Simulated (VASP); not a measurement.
Set up this calculation in VASP 6.6.1, as the native input.

```
Task                   : single point
Functional             : PBE
Dispersion             : D3(BJ)
Potentials or basis    : VASP PAW PBE potentials, release 64 (Sb_d_GW, Ga_d, O, C)
Cutoff                 : 520 eV
k mesh                 : 6 × 6 × 1
Occupations            : gaussian, width 0.1 eV
Spin                   : no spin polarisation
Dipole correction      : yes
Further INCAR settings : ALGO = Normal; EDIFF = 1e-06; NBANDS = 42; NELMDL = -8
```

The structure of Ga2Sb2CO lies in POSCAR:

```
Ga2Sb2CO
1.0
    4.3343814647      0.0000000000      0.0000000000
   -2.1671907324      3.7536844581      0.0000000000
    0.0000000000      0.0000000000     23.6197422994
Sb Ga O C
2 2 1 1
Direct
    0.0000000000      0.0000000000      0.1693498578
    0.3333333333      0.6666666667      0.3259656336
    0.3333333333      0.6666666667      0.2068080104
    0.6666666667      0.3333333333      0.3585874135
    1.0000000000      1.0000000000      0.5025347927
    1.0000000000      1.0000000000      0.5512228768
```

These files were run (other wordings do the same):

INCAR

```
PREC     = Accurate       # precision mode
ENCUT    = 520            # plane-wave cutoff, eV
EDIFF    = 1E-6           # SCF threshold, eV
ISMEAR   = 0              # smearing method
SIGMA    = 0.1            # smearing width, eV
LREAL    = False          # projectors in reciprocal space
LASPH    = True           # aspherical terms in the spheres
NELM     = 120            # most SCF steps
ALGO     = Normal         # electronic algorithm
ISIF     = 2              # what is computed and relaxed
LWAVE    = False          # write WAVECAR
LCHARG   = False          # write CHGCAR
LDIPOL   = True         
IDIPOL   = 3            
DIPOL    = 0.5 0.5 0.352
GGA      = PE             # functional
IVDW     = 12             # dispersion correction
NBANDS   = 42             # bands
GGA_COMPAT= False        
NELMDL   = -8
```

KPOINTS

```
regular mesh
0
Gamma
  6 6 1
```

Potentials or basis: VASP PAW PBE potentials, release 64 (Sb_d_GW, Ga_d, O, C).

Command:

```sh
$ cat potpaw_PBE.64/Sb_d_GW/POTCAR potpaw_PBE.64/Ga_d/POTCAR potpaw_PBE.64/O/POTCAR potpaw_PBE.64/C/POTCAR > POTCAR
$ mpirun -np 1 vasp_std > vasp.out
```

It gave:

```
Largest force              : 0.699 eV/Å
Band gap on the k mesh     : 0.03 eV (least direct gap 0.15 eV)
Dispersion energy per atom : -0.164 eV
```

Caveat: semilocal functionals underestimate gaps, and a narrow one can read as zero; spin-orbit coupling is left out, which moves the levels of the heavy elements.

It took 2.4 min on 1 thread of AMD EPYC 9R45 96-Core Processor (Zen 5), with other jobs on the host, peak memory 0.52 GiB.
